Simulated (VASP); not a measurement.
# TiO2 (I4_1/amd) in VASP: single point with PBE

Aim: the single point of TiO2 with PBE.

All numbers are computed with VASP 6.6.1; they aren't measurements. Logs are shortened: lines on timing, memory, paths and dates and some standing lists are left out, and cuts for length are marked.

## Step 1: The cell of the first run

The structure is tetragonal, space group I4_1/amd (No. 141). Conventional cell: a = 3.783 Å, b = 3.783 Å, c = 9.615 Å, α = 90.00°, β = 90.00°, γ = 90.00°. Within 2.6 Å of Ti (site symmetry -4m2) lie 6 O at 1.94 to 1.99 Å. O (site symmetry 2mm) has 3 Ti at 1.94 to 1.99 Å and 2 O at 2.46 Å within 2.6 Å.

## Step 2: Single point, PBE

Contents of POSCAR:

```
TiO2
1.0
   -1.8912700000      1.8912700000      4.8075110000
    1.8912700000     -1.8912700000      4.8075110000
    1.8912700000      1.8912700000     -4.8075110000
Ti O
2 4
Direct
    0.0000000000      0.0000000000      0.0000000000
    0.7500000000      0.2500000000      0.5000000000
    0.9571520000      0.4571520000      0.5000000000
    0.2071520000      0.2071520000      0.0000000000
    0.5428480000      0.0428480000      0.5000000000
    0.7928480000      0.7928480000      0.0000000000
```

Contents of INCAR.step1:

```
PREC = Accurate
ENCUT = 520
EDIFF = 1E-6
ISMEAR = 0
SIGMA = 0.01
LREAL = F
LASPH = T
NELM = 100
ALGO = Normal
ISIF = 2
LWAVE = F
LCHARG = T
LMAXMIX = 4
GGA = PE
NBANDS = 33
```

Contents of KPOINTS.step1:

```
Automatic mesh
0
Gamma
  6 6 8
```

Contents of INCAR.step2:

```
PREC = Accurate
ENCUT = 520
EDIFF = 1E-6
ISMEAR = -5
SIGMA = 0.01
LREAL = F
LASPH = T
NELM = 100
ALGO = Normal
ISIF = 2
LWAVE = F
LCHARG = F
LMAXMIX = 4
GGA = PE
LORBIT = 11
NEDOS = 1001
ICHARG = 11
```

Contents of KPOINTS.step2:

```
Automatic mesh
0
Gamma
  9 9 12
```

Potentials or basis: VASP PAW PBE potentials, release 64 (Ti_sv, O).

Started as:

```console
$ cat potpaw_PBE.64/Ti_sv/POTCAR potpaw_PBE.64/O/POTCAR > POTCAR
$ cp INCAR.step1 INCAR
$ cp KPOINTS.step1 KPOINTS
$ mpirun -np 1 vasp_std > vasp.out
$ cp INCAR.step2 INCAR
$ cp KPOINTS.step2 KPOINTS
$ mpirun -np 1 vasp_std > vasp.out
```

OUTCAR:

```text
PREC = Accurate
   ENCUT = 520
   EDIFF = 1E-6
   ISMEAR = -5
   LREAL = F
   LASPH = T
   NELM = 100
   ISIF = 2
   GGA = PE
   LORBIT = 11
   ICHARG = 11

 ion  position               nearest neighbor table
   1  0.000  0.000  0.000-   5 1.94   3 1.94   5 1.94   3 1.94   4 1.99   6 1.99
   2  0.750  0.250  0.500-   6 1.94   4 1.94   6 1.94   4 1.94   3 1.99   5 1.99
   3  0.957  0.457  0.500-   1 1.94   1 1.94   2 1.99
   4  0.207  0.207  0.000-   2 1.94   2 1.94   1 1.99
   5  0.543  0.043  0.500-   1 1.94   1 1.94   2 1.99
   6  0.793  0.793  0.000-   2 1.94   2 1.94   1 1.99

  LATTYP: Found a body centered tetragonal cell.
 ALAT       =     3.7825400000
 C/A-ratio  =     2.5419485319

  Lattice vectors:

 A1 = (  -1.8912700000,   1.8912700000,   4.8075110000)
 A2 = (   1.8912700000,  -1.8912700000,   4.8075110000)
 A3 = (   1.8912700000,   1.8912700000,  -4.8075110000)

Analysis of symmetry for initial positions (statically):
=====================================================================
 Subroutine PRICEL returns:
 Original cell was already a primitive cell.

 Routine SETGRP: Setting up the symmetry group for a
 body centered tetragonal supercell.

 Subroutine GETGRP returns: Found 16 space group operations
 (whereof  8 operations were pure point group operations)
 out of a pool of 16 trial point group operations.

The static configuration has the point symmetry D_2d.
 The point group associated with its full space group is D_4h.

Analysis of symmetry for dynamics (positions and initial velocities):
=====================================================================
 Subroutine PRICEL returns:
 Original cell was already a primitive cell.

 Routine SETGRP: Setting up the symmetry group for a
 body centered tetragonal supercell.

 Subroutine GETGRP returns: Found 16 space group operations
 (whereof  8 operations were pure point group operations)
 out of a pool of 16 trial point group operations.

The dynamic configuration has the point symmetry D_2d.
 The point group associated with its full space group is D_4h.

 Subroutine INISYM returns: Found 16 space group operations
 (whereof  8 operations are pure point group operations),
 and found     1 'primitive' translations

[... 136 lines left out ...]
   PSTRESS=    0.0 pullay stress
   NELECT =      48.0000    total number of electrons
   NUPDOWN=      -1.0000    fix difference up-down
   EMIN   =  10.00;   EMAX   =-10.00  energy-range for DOS
   EFERMI =   0.00;   METHOD = LEGACY
   ISMEAR =    -5;   SIGMA  =   0.01  broadening in eV -4-tet -1-fermi 0-gaus
   EFERMI_NEDOS =   21; number of points for ismear=-14 and -15
   IALGO  =     38    algorithm
   IMIX   =      4    mixing-type and parameters
     AMIX     =   0.40;   BMIX     =  1.00
     AMIX_MAG =   1.60;   BMIX_MAG =  1.00
  volume/ion in A,a.u.               =      11.46        77.36
  Fermi-wavevector in a.u.,A,eV,Ry     =   1.452088  2.744048 28.688676  2.108558
  Thomas-Fermi vector in A             =   2.569510
   LORBIT       =     11    0 simple, 1 ext, 2 COOP (PROOUT), +10 PAW based schemes
   GGA     = PE    functional components
   LHFCALC =     F    Hartree Fock is set to
   AEXX    =    0.0000 exact exchange contribution
   IVDW    =     0    specifies the selected vdW correction
   LEPSILON=     F    determine dielectric tensor
   LRPA    =     F    only Hartree local field effects (RPA)
 non-spin polarized calculation
 Fermi weights with tetrahedron method with Bloechl corrections
  energy-cutoff  :      520.00
  volume of cell :       68.78
 maximum number of plane-waves:      1870
 NGX is ok and might be reduce to    42

 number of electron      47.9999994 magnetization

 Free energy of the ion-electron system (eV)
  ---------------------------------------------------
  ext. energy  EPLUGINS =         0.00000000
  ---------------------------------------------------
  free energy    TOTEN  =       -53.84615604 eV

  energy without entropy =      -53.84615604  energy(sigma->0) =      -53.84615604

 E-fermi :   3.3199     XC(G=0): -10.6839

 val. band max:        3.3157719994   @ k =  -0.4444   0.4444   0.0000
 cond. band min:       5.4321094741   @ k =   0.0000   0.0000   0.0000
 fundamental gap:      2.1163374746
 Fermi energy:         3.3198750307

 k-point     1 :       0.0000    0.0000    0.0000
  band No.  band energies     occupation
      1     -53.0997      2.00000
      2     -53.0436      2.00000
      3     -29.5517      2.00000
      4     -29.3199      2.00000
      5     -29.3199      2.00000
      6     -29.2532      2.00000
[... 733 lines left out ...]
     27       7.0155      0.00000
     28       7.0514      0.00000

 [... further k-points ...]

------------------------ aborting loop because EDIFF is reached ----------------------------------------

  FORCE on cell =-STRESS in cart. coord.  units (eV):
  Direction    XX          YY          ZZ          XY          YZ          ZX
  --------------------------------------------------------------------------------------
  -------------------------------------------------------------------------------------
  Total        1.7450247      1.7450247      1.8140313      0.0000000      0.0000000      0.0000000
  in kB       40.6466551     40.6466551     42.2540186      0.0000000      0.0000000      0.0000000
  external PRESSURE =      41.1824430 kB  Pullay stress =       0.0000000 kB

 VOLUME and BASIS-vectors are now :
 -----------------------------------------------------------------------------
  energy-cutoff  :      520.00
  volume of cell :       68.78
      direct lattice vectors                 reciprocal lattice vectors
    -1.891270000  1.891270000  4.807511000     0.000000000  0.264372617  0.104003922
     1.891270000 -1.891270000  4.807511000     0.264372617  0.000000000  0.104003922
     1.891270000  1.891270000 -4.807511000     0.264372617  0.264372617  0.000000000

 POSITION                                       TOTAL-FORCE (eV/Angst)
 -----------------------------------------------------------------------------------
      0.00000      0.00000      0.00000        -0.000000     -0.000000     -0.000000
      0.00000      1.89127      2.40376        -0.000000     -0.000000     -0.000000
      0.00000      1.89127      4.39553         0.000000     -0.000000      0.067596
      0.00000      0.00000      1.99177        -0.000000      0.000000      0.067596
      0.00000      1.89127      0.41198         0.000000     -0.000000     -0.067596
      0.00000      0.00000      7.62325        -0.000000      0.000000     -0.067596
 -----------------------------------------------------------------------------------
    total drift:                                0.000000     -0.000000      0.000000

  FREE ENERGIE OF THE ION-ELECTRON SYSTEM (eV)
  ---------------------------------------------------
  free  energy   TOTEN  =       -53.8461560434 eV

  energy  without entropy=      -53.8461560434  energy(sigma->0) =      -53.84615604

 total charge

# of ion       s       p       d       tot
------------------------------------------
    1        2.224   6.295   1.744  10.263
    2        2.224   6.295   1.744  10.263
    3        1.572   3.503   0.000   5.076
    4        1.572   3.503   0.000   5.076
    5        1.572   3.503   0.000   5.076
    6        1.572   3.503   0.000   5.076
--------------------------------------------------
tot         10.736  26.604   3.488  40.827
```

OUTCAR.step1:

```text
PREC = Accurate
   ENCUT = 520
   EDIFF = 1E-6
   ISMEAR = 0
   LREAL = F
[... 1126 lines left out ...]
      0.00000      1.89127      4.39553         0.000000     -0.000000      0.067517
      0.00000      0.00000      1.99177        -0.000000      0.000000      0.067517
      0.00000      1.89127      0.41198         0.000000     -0.000000     -0.067517
      0.00000      0.00000      7.62325        -0.000000      0.000000     -0.067517
 -----------------------------------------------------------------------------------
    total drift:                               -0.000000      0.000000      0.000000

  FREE ENERGIE OF THE ION-ELECTRON SYSTEM (eV)
  ---------------------------------------------------
  free  energy   TOTEN  =       -53.8462029883 eV

  energy  without entropy=      -53.8462029883  energy(sigma->0) =      -53.84620299
```

Wall time 11 min (1 thread of Intel Xeon Platinum 8488C (Sapphire Rapids), shared host); peak memory 0.52 GiB.

Results:

```
Valence electrons inside the program's atomic spheres : Ti 10.26; O 5.08
```
